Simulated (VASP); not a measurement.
Set up this calculation in VASP 6.6.1, as the native input.

* Task: single point
* Functional: PBEsol
* Potentials or basis: VASP PAW PBE potentials, release 64 (Hf_pv)
* Cutoff: 520 eV
* k mesh: 19 × 19 × 10
* Occupations: fermi-dirac, width 0.1 eV
* Spin: no spin polarisation
* Dipole correction: no
* Further INCAR settings: ALGO = Normal; EDIFF = 1e-07; NBANDS = 17

The structure of Hf lies in POSCAR:

```
Hf
1.0
    3.2407537676      0.0000000000      0.0000000000
   -1.6203768838      2.8065750902      0.0000000000
    0.0000000000      0.0000000000      5.1347801841
Hf
2
Direct
    0.3333333333      0.6666666667      0.2500000000
    0.6666666667      0.3333333333      0.7500000000
```

This cell differs from its parent crystal: volume scaled by 1.08.

These files were run (other wordings do the same):

INCAR

```
SYSTEM = Hf
ALGO = Normal
EDIFF = 1E-7
ENCUT = 520
GGA = PS
ISIF = 2
ISMEAR = -1
LASPH = .True.
LCHARG = .False.
LREAL = .False.
LWAVE = .False.
NBANDS = 17
NELM = 80
PREC = Accurate
SIGMA = 0.1
```

KPOINTS

```
k-points
0
Gamma
  19 19 10
  0 0 0
```

Potentials or basis: VASP PAW PBE potentials, release 64 (Hf_pv).

The run is started by

```bash
$ cat potpaw_PBE.64/Hf_pv/POTCAR > POTCAR
$ mpirun -np 1 vasp_std > vasp.out
```

Results of the run:

```json
{"Pressure": "-8.0 GPa", "Band gap on the k mesh": "zero (band 10 reaches 5.63 eV, above the bottom of band 11 at 4.05 eV)"}
```

Caveat: the PAW data sets were made with another functional, which shifts forces and pressure a little; spin-orbit coupling is left out, which moves the levels of the heavy elements.

It took 55 s on 1 thread of Intel(R) Xeon(R) 6975P-C (Granite Rapids), with other jobs on the host, peak memory 0.27 GiB.
